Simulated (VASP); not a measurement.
Write the native input for VASP 6.6.1 that does the following.

- Task: single point
- Functional: r2SCAN
- Potentials or basis: VASP PAW PBE potentials, release 64 (As)
- Cutoff: 550 eV
- k mesh: 18 × 18 × 18
- Occupations: gaussian, width 0.1 eV
- Spin: no spin polarisation
- Dipole correction: no
- Further INCAR settings: ALGO = Normal; EDIFF = 1e-06; NBANDS = 12

The system is As.

```xyz
2
Lattice="1.7942 1.0359 5.0747 -1.7942 1.0359 5.0747 0.0000 -2.0718 5.0747" Properties=species:S:1:pos:R:3 pbc="T T T"
As    0.0000    0.0000    3.2198
As    0.0000    0.0000   12.0041
```

The input as run:

POSCAR

```
As
1.0
    1.7941882416      1.0358750643      5.0746500533
   -1.7941882416      1.0358750643      5.0746500533
    0.0000000000     -2.0717501285      5.0746500533
As
2
Direct
    0.2114982152      0.2114982152      0.2114982152
    0.7885017848      0.7885017848      0.7885017848
```

INCAR.step1

```
PREC = Accurate
ENCUT = 550
ISMEAR = 0
SIGMA = 0.1
LREAL = F
LASPH = T
NELM = 120
NBANDS = 12
GGA = PE
ALGO = Normal
EDIFF = 1E-5
LWAVE = T
LCHARG = F
GGA_COMPAT = F
```

INCAR.step2

```
PREC = Accurate
ENCUT = 550
EDIFF = 1E-6
ISMEAR = 0
SIGMA = 0.1
LREAL = F
LASPH = T
NELM = 120
ALGO = Normal
ISIF = 2
LWAVE = F
LCHARG = F
METAGGA = R2SCAN
LMIXTAU = T
NBANDS = 12
ISTART = 1
GGA_COMPAT = F
```

KPOINTS

```
regular mesh
0
Gamma
  18 18 18
```

Potentials or basis: VASP PAW PBE potentials, release 64 (As).

Run with:

```bash
$ cat potpaw_PBE.64/As/POTCAR > POTCAR
$ cp INCAR.step1 INCAR
$ mpirun -np 1 vasp_std > vasp.out
$ cp INCAR.step2 INCAR
$ mpirun -np 1 vasp_std > vasp.out
```

It gave:

```json
{
  "Pressure": "0.2 GPa",
  "Largest force": "0.064 eV/Å"
}
```

Caveat: the PAW data sets were made with another functional, which shifts forces and pressure a little.

It took 70 min on 1 thread of Oxide Virtual Turin-like Processor, with other jobs on the host, peak memory 0.51 GiB.
